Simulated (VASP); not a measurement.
Here is a VASP 6.6.1 calculation.

Contents of POSCAR:

```
Ag
1.0
    2.9796136749      0.0000000000      0.0000000000
   -1.4898068375      2.5804211359      0.0000000000
    0.0000000000      0.0000000000      4.7938746682
Ag
2
Direct
    0.3333333333      0.6666666667      0.2500000000
    0.6666666667      0.3333333333      0.7500000000
```

The input INCAR.step1:

```
SYSTEM = Ag
PREC     = Accurate       ! precision mode
ENCUT    = 520            ! plane-wave cutoff, eV
ISMEAR   = -1             ! smearing method
SIGMA    = 0.03           ! smearing width, eV
LREAL    = .False.        ! projectors in reciprocal space
LASPH    = .True.         ! aspherical terms in the spheres
NELM     = 60             ! most SCF steps
NBANDS   = 18             ! bands
GGA      = PE             ! functional
ALGO     = Normal         ! electronic algorithm
EDIFF    = 1E-4           ! SCF threshold, eV
LWAVE    = .True.         ! write WAVECAR
LCHARG   = .False.        ! write CHGCAR
```

The input INCAR.step2:

```
SYSTEM = Ag
PREC     = Accurate       ! precision mode
ENCUT    = 520            ! plane-wave cutoff, eV
EDIFF    = 1E-8           ! SCF threshold, eV
ISMEAR   = -1             ! smearing method
SIGMA    = 0.03           ! smearing width, eV
LREAL    = .False.        ! projectors in reciprocal space
LASPH    = .True.         ! aspherical terms in the spheres
NELM     = 60             ! most SCF steps
ALGO     = Normal         ! electronic algorithm
ISIF     = 2              ! what is computed and relaxed
LWAVE    = .False.        ! write WAVECAR
LCHARG   = .False.        ! write CHGCAR
METAGGA  = R2SCAN         ! meta-GGA
LMIXTAU  = .True.       
LEFG     = .True.       
NBANDS   = 18             ! bands
ISTART   = 1
```

KPOINTS

```
Automatic mesh
0
Gamma
  13 13 7
  0 0 0
```

Potentials or basis: VASP PAW PBE potentials, release 64 (Ag).

Launch:

```bash
$ cat potpaw_PBE.64/Ag/POTCAR > POTCAR
$ cp INCAR.step1 INCAR
$ mpirun -np 1 vasp_std > vasp.out
$ cp INCAR.step2 INCAR
$ mpirun -np 1 vasp_std > vasp.out
```

(1) Estimate the band gap on the k mesh.

(2) Estimate the pressure.

Answers

(1) zero (band 11 reaches 10.36 eV, above the bottom of band 12 at 3.84 eV).

(2) -5.4 GPa.

Caveat: without QUAD_EFG the Cq values of the log hold for a quadrupole moment of 1 mb, not for the nuclei; the PAW data sets were made with another functional, which shifts forces and pressure a little.
